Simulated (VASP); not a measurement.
Write the native input for VASP 6.6.1 that does the following.

```yaml
Task: relaxation of cell and atoms
Functional: PBEsol
Potentials_or_basis: VASP PAW PBE potentials, release 64 (Sr_sv)
Cutoff: 600 eV
k_mesh: 6 × 6 × 6
Occupations: methfessel-paxton, width 0.1 eV
Spin: no spin polarisation
Dipole_correction: no
Further_INCAR_settings: ALGO = Normal; EDIFF = 1e-06; IBRION = 2; EDIFFG = -0.03; NSW = 80; ISIF = 3
```

The structure of Sr lies in POSCAR:

```
Sr
1.0
    0.0000000000      3.0423500000      3.0423500000
    3.0423500000      0.0000000000      3.0423500000
    3.0423500000      3.0423500000      0.0000000000
Sr
1
Direct
    0.0000000000      0.0000000000      0.0000000000
```

The input as run:

INCAR

```
PREC     = Accurate       # precision mode
ENCUT    = 600            # plane-wave cutoff, eV
EDIFF    = 1E-6           # SCF threshold, eV
ISMEAR   = 1              # smearing method
SIGMA    = 0.1            # smearing width, eV
LREAL    = F              # projectors in reciprocal space
LASPH    = T              # aspherical terms in the spheres
NELM     = 80             # most SCF steps
ALGO     = Normal         # electronic algorithm
ISIF     = 3              # what is computed and relaxed
LWAVE    = F              # write WAVECAR
LCHARG   = F              # write CHGCAR
GGA      = PS             # functional
IBRION   = 2              # ionic algorithm
NSW      = 80             # ionic steps
EDIFFG   = -0.03          # ionic threshold
```

KPOINTS

```
Automatic mesh
0
Gamma
  6 6 6
```

Potentials or basis: VASP PAW PBE potentials, release 64 (Sr_sv).

Command:

```console
$ cat potpaw_PBE.64/Sr_sv/POTCAR > POTCAR
$ mpirun -np 1 vasp_std > vasp.out
```

It gave:

- Relaxed volume: 51.97 Å³/atom
- Relaxed cell: a = 4.189 Å, b = 4.189 Å, c = 4.189 Å, α = 60.00°, β = 60.00°, γ = 60.00°
- Space group after relaxing (to 0.1 Å): Fm-3m (No. 225)
- Energy gained by relaxing: 12.0 meV/atom
- Ionic steps: 3
- Pressure after relaxing: 0.0 GPa

Caveat: the PAW data sets were made with another functional, which shifts forces and pressure a little.

Wall time 14 s on 1 thread of Intel(R) Xeon(R) 6975P-C (Granite Rapids) (shared host), peak memory 0.2 GiB.
